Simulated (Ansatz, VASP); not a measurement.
# MoS2: VASP beside Ansatz

```
Mo S
1.0
     3.19659    0.00000    0.00000
    -1.59830    2.76833    0.00000
     0.00000    0.00000   12.45348
Mo S
2 4
Cartesian
  0.0000 1.8456 3.1134
  1.5983 0.9228 9.3401
  0.0000 1.8456 7.7273
  1.5983 0.9228 1.5005
  0.0000 1.8456 10.9530
  1.5983 0.9228 4.7262
```

Change from the starting cell: strain +0.015 along x and y, +0.030 along z, atoms carried along.

Alike in both runs: task single point; functional PBE; dispersion D3(BJ); k mesh 12 × 12 × 4; occupations gaussian, width 0.05 eV; no spin polarisation.

|  | VASP | Ansatz |
| --- | --- | --- |
| version | VASP 6.6.1 | Ansatz 0.2.0 |
| potentials or method | VASP PAW PBE potentials, release 64 (Mo_sv, S), cutoff 520 eV | scalar-relativistic, plane waves, PAW |
| valence electrons in the cell | 52 | 52 |

```csv
,VASP,Ansatz,Ansatz less VASP
gap on the k mesh at the Fermi level (eV),0.89,0.88,-0.013
least direct gap on the mesh (eV),1.64,1.64,-0.003
pressure (GPa),-8.4,-8.3,+0.11
"traceless stress, the component that is largest in VASP (GPa)",-2.41,-2.38,+0.034
rms of the force components (eV/Å),0.494,0.490,-0.0041
```

Atom by atom the forces differ by 0.004 eV/Å (rms over components).
